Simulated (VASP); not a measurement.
The system is Mn3Si.

```xyz
4
Lattice="0.0000 2.8610 2.8610 2.8610 0.0000 2.8610 2.8610 2.8610 0.0000" Properties=species:S:1:pos:R:3 pbc="T T T"
Mn    2.8610    2.8610    2.8610
Mn    1.4305    1.4305    1.4305
Mn    4.2915    4.2915    4.2915
Si    0.0000    0.0000    0.0000
```

| Property | Result |
| --- | --- |
| Program | VASP 6.6.1 |
| Task | relaxation of cell and atoms |
| Functional | BLYP |
| Dispersion | D3(BJ) |
| Potentials or basis | VASP PAW PBE potentials, release 64 (Mn_pv, Si) |
| Cutoff | 600 eV |
| k mesh | 10 × 10 × 10 |
| Occupations | methfessel-paxton, width 0.02 eV |
| Spin | collinear spin, ferromagnetic start |
| Starting moments | [2.8, 2.8, 2.8, 0.0] μB |

At the start: pressure -18.6 GPa; volume 11.71 Å³/atom.

**Question.** Where does the relaxation end?

**Answer.** Over 5 steps the energy falls by 63.0 meV/atom and the volume is 10.92 Å³/atom (-6.7 %); space group Fm-3m (No. 225, to 0.05 Å); moment 1.04 μB per cell.

Step by step:
| step | energy change (eV) | largest force (eV/Å) | pressure (GPa) | volume (Å³) |
| --- | --- | --- | --- | --- |
| 1 | 0.0000 | 0.0000 | -18.57 | 46.84 |
| 2 | 0.3361 | 0.0000 | 39.14 | 38.23 |
| 3 | -0.2501 | 0.0000 | 1.89 | 43.33 |
| 4 | -0.2521 | 0.0000 | 0.36 | 43.62 |
| 5 | -0.2522 | 0.0000 | -0.05 | 43.69 |

Final structure:
```yaml
crystal:
  lattice:
    - [0.00000, 2.79553, 2.79553]
    - [2.79553, 0.00000, 2.79553]
    - [2.79553, 2.79553, 0.00000]
  atoms:
    - { symbol: Mn, position: [0.50000, 0.50000, 0.50000] }
    - { symbol: Mn, position: [0.25000, 0.25000, 0.25000] }
    - { symbol: Mn, position: [0.75000, 0.75000, 0.75000] }
    - { symbol: Si, position: [0.00000, 0.00000, 0.00000] }
```

Caveat: the PAW data sets were made with another functional, which shifts forces and pressure a little; pairwise dispersion overbinds metals, which lowers pressure and volume.
